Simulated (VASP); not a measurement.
A run of VASP 6.6.1:

INCAR

```
PREC = Accurate
ENCUT = 600
EDIFF = 1E-7
ISMEAR = 0
SIGMA = 0.02
LREAL = False
LASPH = True
NELM = 80
ALGO = Normal
ISIF = 3
LWAVE = False
LCHARG = False
GGA = PE
IBRION = 2
NSW = 100
EDIFFG = -0.005
```

File KPOINTS:

```
regular mesh
0
Gamma
  12 12 4
```

File POSCAR:

```
CdS
1.0
    4.1347992034      0.0000000000      0.0000000000
   -2.0673996017      3.5808411497      0.0000000000
    0.0000000000      0.0000000000      6.7490000000
Cd S
2 2
Direct
    0.3333333333      0.6666666667      0.0000000000
    0.6666666667      0.3333333333      0.5000000000
    0.3333333333      0.6666666667      0.3850000000
    0.6666666667      0.3333333333      0.8850000000
```

Potentials or basis: VASP PAW PBE potentials, release 64 (Cd, S).

Launch:

```sh
$ cat potpaw_PBE.64/Cd/POTCAR potpaw_PBE.64/S/POTCAR > POTCAR
$ mpirun -np 1 vasp_std > vasp.out
```

Hardware: 1 thread of AMD EPYC 7R13 (shared host).

Problem. How long does it take, and how much memory?

Solution. It took 33 min on 1 thread of AMD EPYC 7R13, with other jobs on the host, peak memory 0.32 GiB. Counts: scf iterations 90, k points 57, ion steps 10.
